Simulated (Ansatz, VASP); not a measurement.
VN: VASP beside Ansatz

Contents of INCAR:

```
SYSTEM = VN
PREC = Accurate ; ENCUT = 520
EDIFF = 1E-7 ; ISMEAR = -1
SIGMA = 0.05 ; LREAL = .False.
LASPH = .True. ; NELM = 200
ALGO = Normal ; ISIF = 2
LWAVE = .False. ; LCHARG = .False.
ISPIN = 2 ; MAGMOM = 2 0
LORBIT = 11 ; LMAXMIX = 4
GGA = PE ; IBRION = 2
NSW = 80 ; EDIFFG = -0.02
GGA_COMPAT = .False. ; NELMIN = 4
KPAR = 4
```

KPOINTS

```
Automatic mesh
0
Gamma
  19 19 19
  0 0 0
```

Contents of POSCAR:

```
VN
1.0
    0.0000000000      2.0361046886      2.0361046886
    2.0361046886      0.0000000000      2.0361046886
    2.0361046886      2.0361046886      0.0000000000
V N
1 1
Direct
    0.0000000000      0.0000000000      0.0000000000
    0.5000000000      0.5000000000      0.5000000000
```

Input for Ansatz:

```yaml
crystal:
  lattice:
    - [0.0, 2.0361046886, 2.0361046886]
    - [2.0361046886, 0.0, 2.0361046886]
    - [2.0361046886, 2.0361046886, 0.0]
  atoms:
    - { symbol: V, position: [0.0, 0.0, 0.0], spin: 2.0 }
    - { symbol: "N", position: [0.5, 0.5, 0.5] }
magnetization:
  spin_polarized: true
kpoints:
  mp_grid: { grid: [19, 19, 19] }
scf:
  occupations: { method: fermi_dirac, width: 0.05 }
hamiltonian:
  xc: pbe
  pseudopotentials: { kind: paw }
output:
  forces: true
  stress: true
  populations: true
  efg:
    quadrupole_moments_barn: { V: -0.052, "N": 0.02044 }
    contact_densities: true
  write_density: true
  write_potential: true
  elf: true
  volumetric_format: npy
relax:
  f_tol: 0.02
  max_steps: 60
```

Change from the starting cell: volume scaled by 0.96, ions relaxed.

Alike in both runs: task relaxation of the atoms; functional PBE; k mesh 19 × 19 × 19; occupations fermi-dirac, width 0.05 eV; collinear spin.

|  | VASP | Ansatz |
| --- | --- | --- |
| version | VASP 6.6.1 | Ansatz 0.2.0 |
| potentials or method | VASP PAW PBE potentials, release 64 (V_sv, N) | plane-wave PAW, scalar-relativistic |
| plane-wave cutoff (eV) | 520 | 420 |
| valence electrons in the cell | 18 | 18 |

|  | VASP | Ansatz | Ansatz less VASP |
| --- | --- | --- | --- |
| net moment per atom (μB) | 0.00 | 0.00 | 0.000 |

Ansatz's warnings: seeded moment not kept, stress scf threshold loose.

Noted on VASP's run: the relaxation stopped at its first step, so nothing moved.
